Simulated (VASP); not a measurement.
# Sn (Pm-3n) in VASP: further runs

Sn is run at these levels: LDA; tasks: single point.

All numbers are computed with VASP 6.6.1; they aren't measurements. Logs are shortened: lines on timing, memory, paths and dates and some standing lists are left out, and cuts for length are marked.

### Step 1. The cell of the first run

Symmetry: Pm-3n, No. 223, cubic system. Conventional cell: a = 5.957 Å, b = 5.957 Å, c = 5.957 Å, α = 90.00°, β = 90.00°, γ = 90.00°. Sn (site symmetry m-3) has 12 Sn at 3.33 Å within 4.4 Å. Within 3.9 Å of Sn (site symmetry -4m2) lie 14 Sn at 2.98 to 3.65 Å.

### Step 2. Single point, LDA

File INCAR:

```
  PREC = Accurate
  ENCUT = 520
  EDIFF = 1E-6
  ISMEAR = -1
  SIGMA = 0.1
  LREAL = F
  LASPH = T
  NELM = 60
  ALGO = Normal
  ISIF = 2
  LWAVE = F
  LCHARG = F
  NBANDS = 66
```

File KPOINTS:

```
Automatic mesh
0
Gamma
  4 4 4
```

File POSCAR:

```
Sn
1.0
    5.9574096564      0.0000000000      0.0000000000
    0.0000000000      5.9574096564      0.0000000000
    0.0000000000      0.0000000000      5.9574096564
Sn
8
Direct
    1.0000000000      1.0000000000      1.0000000000
    0.5000000000      0.5000000000      0.5000000000
    0.2500000000      0.0000000000      0.5000000000
    0.7500000000      0.0000000000      0.5000000000
    0.5000000000      0.2500000000      0.0000000000
    0.5000000000      0.7500000000      0.0000000000
    1.0000000000      0.5000000000      0.2500000000
    1.0000000000      0.5000000000      0.7500000000
```

Potentials or basis: VASP PAW LDA potentials, release 64 (Sn_d).

Run with:

```console
> cat potpaw_LDA.64/Sn_d/POTCAR > POTCAR
> mpirun -np 1 vasp_std > vasp.out
```

OUTCAR:

```text
PREC = Accurate
   ENCUT = 520
   EDIFF = 1E-6
   ISMEAR = -1
   LREAL = F
   LASPH = T
   NELM = 60
   ISIF = 2

 ion  position               nearest neighbor table
   1  0.000  0.000  0.000-   3 3.33   4 3.33   5 3.33   6 3.33   7 3.33   8 3.33   3 3.33   4 3.33
                             7 3.33   8 3.33   5 3.33   6 3.33
   2  0.500  0.500  0.500-   3 3.33   4 3.33   5 3.33   6 3.33   7 3.33   8 3.33   5 3.33   6 3.33
                             3 3.33   4 3.33   7 3.33   8 3.33
   3  0.250  0.000  0.500-   4 2.98   4 2.98   1 3.33   1 3.33   2 3.33   2 3.33   8 3.65   7 3.65
                             8 3.65   7 3.65   6 3.65   5 3.65   5 3.65   6 3.65
   4  0.750  0.000  0.500-   3 2.98   3 2.98   1 3.33   1 3.33   2 3.33   2 3.33   8 3.65   7 3.65
                             8 3.65   7 3.65   6 3.65   5 3.65   5 3.65   6 3.65
   5  0.500  0.250  0.000-   6 2.98   6 2.98   1 3.33   2 3.33   2 3.33   1 3.33   8 3.65   7 3.65
                             7 3.65   8 3.65   3 3.65   4 3.65   3 3.65   4 3.65
   6  0.500  0.750  0.000-   5 2.98   5 2.98   1 3.33   2 3.33   2 3.33   1 3.33   8 3.65   7 3.65
                             7 3.65   8 3.65   3 3.65   4 3.65   3 3.65   4 3.65
   7  0.000  0.500  0.250-   8 2.98   8 2.98   1 3.33   2 3.33   1 3.33   2 3.33   3 3.65   4 3.65
                             5 3.65   3 3.65   4 3.65   6 3.65   5 3.65   6 3.65
   8  0.000  0.500  0.750-   7 2.98   7 2.98   1 3.33   2 3.33   1 3.33   2 3.33   3 3.65   4 3.65
                             5 3.65   3 3.65   4 3.65   6 3.65   5 3.65   6 3.65

  LATTYP: Found a simple cubic cell.
 ALAT       =     5.9574096564

  Lattice vectors:

 A1 = (   5.9574096564,   0.0000000000,   0.0000000000)
 A2 = (   0.0000000000,   5.9574096564,   0.0000000000)
 A3 = (   0.0000000000,   0.0000000000,   5.9574096564)

Analysis of symmetry for initial positions (statically):
=====================================================================
 Subroutine PRICEL returns:
 Original cell was already a primitive cell.

 Routine SETGRP: Setting up the symmetry group for a
 simple cubic supercell.

 Subroutine GETGRP returns: Found 48 space group operations
 (whereof 24 operations were pure point group operations)
 out of a pool of 48 trial point group operations.

The static configuration has the point symmetry T_h .
 The point group associated with its full space group is O_h .

Analysis of symmetry for dynamics (positions and initial velocities):
=====================================================================
 Subroutine PRICEL returns:
 Original cell was already a primitive cell.

 Routine SETGRP: Setting up the symmetry group for a
 simple cubic supercell.

 Subroutine GETGRP returns: Found 48 space group operations
 (whereof 24 operations were pure point group operations)
 out of a pool of 48 trial point group operations.

The dynamic configuration has the point symmetry T_h .
 The point group associated with its full space group is O_h .

 Subroutine INISYM returns: Found 48 space group operations
 (whereof 24 operations are pure point group operations),
 and found     1 'primitive' translations

----------------------------------------------------------------------------------------

                                     Primitive cell

  volume of cell :     211.4328

  direct lattice vectors                    reciprocal lattice vectors
     5.957409656  0.000000000  0.000000000     0.167858190  0.000000000  0.000000000
     0.000000000  5.957409656  0.000000000     0.000000000  0.167858190  0.000000000
     0.000000000  0.000000000  5.957409656     0.000000000  0.000000000  0.167858190

  length of vectors
     5.957409656  5.957409656  5.957409656     0.167858190  0.167858190  0.167858190

  position of ions in fractional coordinates (direct lattice)
     0.000000000  0.000000000  0.000000000
     0.500000000  0.500000000  0.500000000
     0.250000000  0.000000000  0.500000000
     0.750000000  0.000000000  0.500000000
     0.500000000  0.250000000  0.000000000
     0.500000000  0.750000000  0.000000000
     0.000000000  0.500000000  0.250000000
     0.000000000  0.500000000  0.750000000

  ion indices of the primitive-cell ions
   primitive index   ion index
                 1           1
                 2           2
                 3           3
                 4           4
                 5           5
                 6           6
                 7           7
                 8           8

----------------------------------------------------------------------------------------

 KPOINTS: Automatic mesh

Automatic generation of k-mesh.
 Grid dimensions read from file:
 generate k-points for:    4    4    4

 Generating k-lattice:

  Cartesian coordinates                     Fractional coordinates (reciprocal lattice)
     0.041964547  0.000000000  0.000000000     0.250000000  0.000000000  0.000000000
     0.000000000  0.041964547  0.000000000     0.000000000  0.250000000  0.000000000
     0.000000000  0.000000000  0.041964547     0.000000000  0.000000000  0.250000000

  Length of vectors
     0.041964547  0.041964547  0.041964547

  Shift w.r.t. Gamma in fractional coordinates (k-lattice)
     0.000000000  0.000000000  0.000000000

 Subroutine IBZKPT returns following result:
 ===========================================

 Found     10 irreducible k-points:

 Following reciprocal coordinates:
            Coordinates               Weight
  0.000000  0.000000  0.000000      1.000000
  0.250000  0.000000  0.000000      6.000000
  0.500000  0.000000  0.000000      3.000000
  0.250000  0.250000  0.000000     12.000000
  0.500000  0.250000  0.000000     12.000000
  0.500000  0.500000  0.000000      3.000000
  0.250000  0.250000  0.250000      8.000000
  0.500000  0.250000  0.250000     12.000000
  0.500000  0.500000  0.250000      6.000000
  0.500000  0.500000  0.500000      1.000000
   k-points           NKPTS =     10   k-points in BZ     NKDIM =     10   number of bands    NBANDS=     66
   number of dos      NEDOS =    301   number of ions     NIONS =      8
   total plane-waves  NPLWV = 110592
   dimension x,y,z NGX =    48 NGY =   48 NGZ =   48
   dimension x,y,z NGXF=    96 NGYF=   96 NGZF=   96
   ions per type =               8
   NGX,Y,Z   is equivalent  to a cutoff of  13.39, 13.39, 13.39 a.u.
   NGXF,Y,Z  is equivalent  to a cutoff of  26.79, 26.79, 26.79 a.u.
 SYSTEM =  unknown system
   PREC   = accura    normal or accurate (medium, high low for compatibility)
   ISTART =      0    job   : 0-new  1-cont  2-samecut
   ICHARG =      2    charge: 1-file 2-atom 10-const
   ISPIN  =      1    spin polarized calculation?
   LNONCOLLINEAR =      F non collinear calculations
   LSORBIT =      F    spin-orbit coupling
   LASPH  =      T    aspherical Exc in radial PAW
   ENCUT  =  520.0 eV  38.22 Ry    6.18 a.u.  11.08 11.08 11.08*2*pi/ulx,y,z
   NELM   =     60;   NELMIN=  2; NELMDL= -5     # of ELM steps
   EDIFF  = 0.1E-05   stopping-criterion for ELM
   LREAL  =      F    real-space projection
   EDIFFG = 0.1E-04   stopping-criterion for IOM
   NSW    =      0    number of steps for IOM
   IBRION =     -1    ionic relax: 0-MD 1-quasi-New 2-CG
   NFREE  =      0    steps in history (QN), initial steepest desc. (CG)
   ISIF   =      2    stress and relaxation
   ISYM   =      2    0-nonsym 1-usesym 2-fastsym
   POTIM  = 0.5000    time-step for ionic-motion
   TEBEG  =    0.0;   TEEND  =   0.0 temperature during run
   PSTRESS=    0.0 pullay stress
   NELECT =     112.0000    total number of electrons
   NUPDOWN=      -1.0000    fix difference up-down
   EMIN   =  10.00;   EMAX   =-10.00  energy-range for DOS
   EFERMI =   0.00;   METHOD = LEGACY
   ISMEAR =    -1;   SIGMA  =   0.10  broadening in eV -4-tet -1-fermi 0-gaus
   EFERMI_NEDOS =   21; number of points for ismear=-14 and -15
   IALGO  =     38    algorithm
   IMIX   =      4    mixing-type and parameters
     AMIX     =   0.40;   BMIX     =  1.00
     AMIX_MAG =   1.60;   BMIX_MAG =  1.00
  volume/ion in A,a.u.               =      26.43       178.35
  Fermi-wavevector in a.u.,A,eV,Ry     =   1.324616  2.503162 23.872890  1.754608
  Thomas-Fermi vector in A             =   2.454138
   LORBIT       =      0    0 simple, 1 ext, 2 COOP (PROOUT), +10 PAW based schemes
   GGA     = CA    functional components
   LHFCALC =     F    Hartree Fock is set to
   AEXX    =    0.0000 exact exchange contribution
   IVDW    =     0    specifies the selected vdW correction
   LEPSILON=     F    determine dielectric tensor
   LRPA    =     F    only Hartree local field effects (RPA)
 non-spin polarized calculation
  energy-cutoff  :      520.00
  volume of cell :      211.43
 maximum number of plane-waves:      5716
 NGX is ok and might be reduce to    48
   NGX = 23   NGY = 23   NGZ = 23

 number of electron     111.9999959 magnetization

 Free energy of the ion-electron system (eV)
  ---------------------------------------------------
  ext. energy  EPLUGINS =         0.00000000
  ---------------------------------------------------
  free energy    TOTEN  =       -34.85103093 eV

  energy without entropy =      -34.64857079  energy(sigma->0) =      -34.74980086

 E-fermi :   8.1796     XC(G=0): -10.7276

 val. band max:        8.0720543386   @ k =   0.5000   0.2500   0.2500
 cond. band min:       8.2132601093   @ k =   0.2500   0.0000   0.0000
 fundamental gap:      0.1412057707
 Fermi energy:         8.1796280563

 k-point     1 :       0.0000    0.0000    0.0000
  band No.  band energies     occupation
      1     -13.4718      2.00000
      2     -13.4635      2.00000
      3     -13.4635      2.00000
      4     -13.3302      2.00000
      5     -13.3302      2.00000
      6     -13.3302      2.00000
[... 58 lines left out ...]
     65      11.1720      0.00000
     66      11.1720      0.00000

 k-point     2 :       0.2500    0.0000    0.0000
  band No.  band energies     occupation
      1     -13.4680      2.00000
      2     -13.4638      2.00000
      3     -13.4036      2.00000
      4     -13.3398      2.00000
      5     -13.3194      2.00000
      6     -13.3194      2.00000
[... 610 lines left out ...]
     65       9.9338      0.00000
     66       9.9338      0.00000

------------------------ aborting loop because EDIFF is reached ----------------------------------------

  FORCE on cell =-STRESS in cart. coord.  units (eV):
  Direction    XX          YY          ZZ          XY          YZ          ZX
  --------------------------------------------------------------------------------------
  -------------------------------------------------------------------------------------
  Total       -0.0223338     -0.0223338     -0.0223338     -0.0000000      0.0000000     -0.0000000
  in kB       -0.1692388     -0.1692388     -0.1692388     -0.0000000      0.0000000     -0.0000000
  external PRESSURE =      -0.1692388 kB  Pullay stress =       0.0000000 kB

 VOLUME and BASIS-vectors are now :
 -----------------------------------------------------------------------------
  energy-cutoff  :      520.00
  volume of cell :      211.43
      direct lattice vectors                 reciprocal lattice vectors
     5.957409656  0.000000000  0.000000000     0.167858190  0.000000000  0.000000000
     0.000000000  5.957409656  0.000000000     0.000000000  0.167858190  0.000000000
     0.000000000  0.000000000  5.957409656     0.000000000  0.000000000  0.167858190

 POSITION                                       TOTAL-FORCE (eV/Angst)
 -----------------------------------------------------------------------------------
      0.00000      0.00000      0.00000         0.000000      0.000000      0.000000
      2.97870      2.97870      2.97870         0.000000      0.000000      0.000000
      1.48935      0.00000      2.97870         0.000000      0.000000      0.000000
      4.46806      0.00000      2.97870        -0.000000     -0.000000     -0.000000
      2.97870      1.48935      0.00000        -0.000000     -0.000000     -0.000000
      2.97870      4.46806      0.00000         0.000000      0.000000      0.000000
      0.00000      2.97870      1.48935         0.000000      0.000000     -0.000000
      0.00000      2.97870      4.46806        -0.000000      0.000000      0.000000
 -----------------------------------------------------------------------------------
    total drift:                                0.000000     -0.000000      0.000000

  FREE ENERGIE OF THE ION-ELECTRON SYSTEM (eV)
  ---------------------------------------------------
  free  energy   TOTEN  =       -34.8510309305 eV

  energy  without entropy=      -34.6485707934  energy(sigma->0) =      -34.74980086
```

Run time: 2.3 min. Hardware: 1 thread of Intel Xeon Platinum 8259CL at 2.50GHz (Skylake/Cascade Lake), shared host; peak memory 0.3 GiB.

What came out:

```
Free energy            : -34.8510 eV
Pressure               : 0.0 GPa
Band gap on the k mesh : zero (bands 56 and 57 overlap by 1.42 eV)
```

Levels at points of the mesh, in eV from the Fermi level:
| k point | band 52 | band 53 | band 54 | band 55 | band 56 | band 57 | band 58 | band 59 | band 60 | band 61 |
| --- | --- | --- | --- | --- | --- | --- | --- | --- | --- | --- |
| (0.00, 0.00, 0.00) | -2.70 | -2.70 | -1.58 | -1.58 | -1.58 | -0.39 | -0.39 | -0.39 | -0.14 | 2.47 |
| (0.50, 0.00, 0.00) | -2.45 | -1.65 | -1.65 | -0.62 | -0.62 | 0.10 | 0.10 | 0.61 | 0.61 | 2.30 |
| (0.50, 0.50, 0.00) | -2.64 | -0.42 | -0.34 | 0.26 | 0.26 | 0.39 | 0.39 | 1.03 | 1.24 | 2.48 |
| (0.50, 0.50, 0.50) | 0.11 | 0.11 | 0.11 | 0.62 | 0.62 | 1.75 | 1.75 | 1.75 | 1.75 | 1.75 |

Caveat: spin-orbit coupling is left out, which moves the levels of the heavy elements.

### Step 3. Single point, LDA

File INCAR:

```
SYSTEM = Sn
PREC = Accurate
ENCUT = 520
EDIFF = 1E-6
ISMEAR = -1
SIGMA = 0.1
LREAL = .False.
LASPH = .True.
NELM = 80
ALGO = Normal
ISIF = 2
LWAVE = .False.
LCHARG = .False.
GGA = CA
NBANDS = 66
```

File KPOINTS:

```
regular mesh
0
Gamma
  6 6 6
  0 0 0
```

POSCAR is that of step 2.

Potentials or basis: VASP PAW LDA potentials, release 64 (Sn_d).

Run with:

```console
> cat potpaw_LDA.64/Sn_d/POTCAR > POTCAR
> mpirun -np 1 vasp_std > vasp.out
```

OUTCAR:

```text
SYSTEM = Sn
   PREC = Accurate
   ENCUT = 520
   EDIFF = 1E-6
   ISMEAR = -1
   LREAL = .False.
   LASPH = .True.
   NELM = 80
   ISIF = 2
   GGA = CA

 ion  position               nearest neighbor table
   1  0.000  0.000  0.000-   3 3.33   4 3.33   5 3.33   6 3.33   7 3.33   8 3.33   3 3.33   4 3.33
                             7 3.33   8 3.33   5 3.33   6 3.33
   2  0.500  0.500  0.500-   3 3.33   4 3.33   5 3.33   6 3.33   7 3.33   8 3.33   5 3.33   6 3.33
                             3 3.33   4 3.33   7 3.33   8 3.33
   3  0.250  0.000  0.500-   4 2.98   4 2.98   1 3.33   1 3.33   2 3.33   2 3.33   8 3.65   7 3.65
                             8 3.65   7 3.65   6 3.65   5 3.65   5 3.65   6 3.65
   4  0.750  0.000  0.500-   3 2.98   3 2.98   1 3.33   1 3.33   2 3.33   2 3.33   8 3.65   7 3.65
                             8 3.65   7 3.65   6 3.65   5 3.65   5 3.65   6 3.65
   5  0.500  0.250  0.000-   6 2.98   6 2.98   1 3.33   2 3.33   2 3.33   1 3.33   8 3.65   7 3.65
                             7 3.65   8 3.65   3 3.65   4 3.65   3 3.65   4 3.65
   6  0.500  0.750  0.000-   5 2.98   5 2.98   1 3.33   2 3.33   2 3.33   1 3.33   8 3.65   7 3.65
                             7 3.65   8 3.65   3 3.65   4 3.65   3 3.65   4 3.65
   7  0.000  0.500  0.250-   8 2.98   8 2.98   1 3.33   2 3.33   1 3.33   2 3.33   3 3.65   4 3.65
[... 210 lines left out ...]
      6     -13.3314      2.00000
[... 1369 lines left out ...]
     65       9.9360      0.00000
     66       9.9360      0.00000

------------------------ aborting loop because EDIFF is reached ----------------------------------------

  FORCE on cell =-STRESS in cart. coord.  units (eV):
  Direction    XX          YY          ZZ          XY          YZ          ZX
  --------------------------------------------------------------------------------------
  -------------------------------------------------------------------------------------
  Total       -0.3570710     -0.3570710     -0.3570710     -0.0000000     -0.0000000     -0.0000000
  in kB       -2.7057815     -2.7057815     -2.7057815     -0.0000000     -0.0000000     -0.0000000
  external PRESSURE =      -2.7057815 kB  Pullay stress =       0.0000000 kB

 VOLUME and BASIS-vectors are now :
 -----------------------------------------------------------------------------
  energy-cutoff  :      520.00
  volume of cell :      211.43
      direct lattice vectors                 reciprocal lattice vectors
     5.957409656  0.000000000  0.000000000     0.167858190  0.000000000  0.000000000
     0.000000000  5.957409656  0.000000000     0.000000000  0.167858190  0.000000000
     0.000000000  0.000000000  5.957409656     0.000000000  0.000000000  0.167858190

 POSITION                                       TOTAL-FORCE (eV/Angst)
 -----------------------------------------------------------------------------------
      0.00000      0.00000      0.00000        -0.000000      0.000000      0.000000
      2.97870      2.97870      2.97870        -0.000000      0.000000      0.000000
      1.48935      0.00000      2.97870         0.000000     -0.000000      0.000000
      4.46806      0.00000      2.97870        -0.000000     -0.000000     -0.000000
      2.97870      1.48935      0.00000        -0.000000      0.000000     -0.000000
      2.97870      4.46806      0.00000        -0.000000     -0.000000     -0.000000
      0.00000      2.97870      1.48935        -0.000000      0.000000      0.000000
      0.00000      2.97870      4.46806         0.000000      0.000000     -0.000000
 -----------------------------------------------------------------------------------
    total drift:                                0.000000     -0.000000      0.000000

  FREE ENERGIE OF THE ION-ELECTRON SYSTEM (eV)
  ---------------------------------------------------
  free  energy   TOTEN  =       -35.0528482962 eV

  energy  without entropy=      -34.8985066755  energy(sigma->0) =      -34.97567749
```

OSZICAR:

```text
N       E                     dE             d eps       ncg     rms          rms(c)
DAV:   1     0.136865648270E+04    0.13687E+04   -0.53542E+04  2714   0.275E+03
DAV:   2     0.209013565774E+03   -0.11596E+04   -0.11412E+04  2640   0.740E+02
DAV:   3    -0.167284173039E+02   -0.22574E+03   -0.21716E+03  2822   0.251E+02
DAV:   4    -0.345245614823E+02   -0.17796E+02   -0.17146E+02  3010   0.716E+01
DAV:   5    -0.351963141938E+02   -0.67175E+00   -0.66501E+00  3302   0.137E+01    0.441E+00
DAV:   6    -0.351000843395E+02    0.96230E-01   -0.41952E-01  3718   0.415E+00    0.213E+00
DAV:   7    -0.350546904884E+02    0.45394E-01   -0.12016E-01  2996   0.266E+00    0.366E-01
DAV:   8    -0.350533039714E+02    0.13865E-02   -0.13000E-02  3072   0.139E+00    0.166E-01
DAV:   9    -0.350528563377E+02    0.44763E-03   -0.32681E-03  3336   0.477E-01    0.315E-02
DAV:  10    -0.350528552257E+02    0.11121E-05   -0.16302E-04  3818   0.101E-01    0.212E-02
DAV:  11    -0.350528480682E+02    0.71575E-05   -0.33689E-05  3068   0.914E-02    0.530E-03
DAV:  12    -0.350528482962E+02   -0.22795E-06   -0.67689E-06  2772   0.253E-02
   1 F= -.35052848E+02 E0= -.34975677E+02  d E =-.154342E+00
```

Wall time 4.1 min (1 thread of Intel Xeon Platinum 8259CL at 2.50GHz (Skylake/Cascade Lake), shared host); peak memory 0.36 GiB.

What came out:

| Quantity | Value |
| --- | --- |
| Free energy | -35.0528 eV |
| Pressure | -0.3 GPa |
| Band gap on the k mesh | zero (bands 56 and 57 overlap by 1.61 eV) |

Caveat: spin-orbit coupling is left out, which moves the levels of the heavy elements.

The gap in the log of VASP goes by the Fermi energy; the results here count the filled bands.